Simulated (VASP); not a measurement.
The system is CdTe.

```
Cd Te
1.0
     0.00000    2.65638    2.65638
     2.65638    0.00000    2.65638
     2.65638    2.65638    0.00000
Cd Te
1 1
Direct
  0.00000 0.00000 0.00000
  0.50000 0.50000 0.50000
```

This cell differs from its parent crystal: volume scaled by 0.65.

Base run:

- Program: VASP 6.6.1
- Functional: r2SCAN
- Potentials or basis: VASP PAW PBE potentials, release 64 (Cd, Te)
- Cutoff: 550 eV
- k mesh: 10 × 10 × 10
- Occupations: fermi-dirac, width 0.05 eV
- Spin: no spin polarisation

Its results: band gap on the k mesh zero (band 9 reaches 9.48 eV, above the bottom of band 10 at 7.89 eV); pressure 58.3 GPa.

Problem. The run is repeated on the same cell with these changes: functional from r2SCAN to PBEsol; cutoff from 550 eV to 400 eV; further incar settings from ALGO = Normal; EDIFF = 1e-06; NBANDS = 16 to ALGO = Normal; EDIFF = 1e-08; NBANDS = 16. What comes out?

Solution. Band gap on the k mesh zero (band 9 reaches 9.48 eV, above the bottom of band 10 at 7.54 eV); pressure 50.7 GPa.

Caveats: the PAW data sets were made with another functional, which shifts forces and pressure a little; spin-orbit coupling is left out, which moves the levels of the heavy elements.
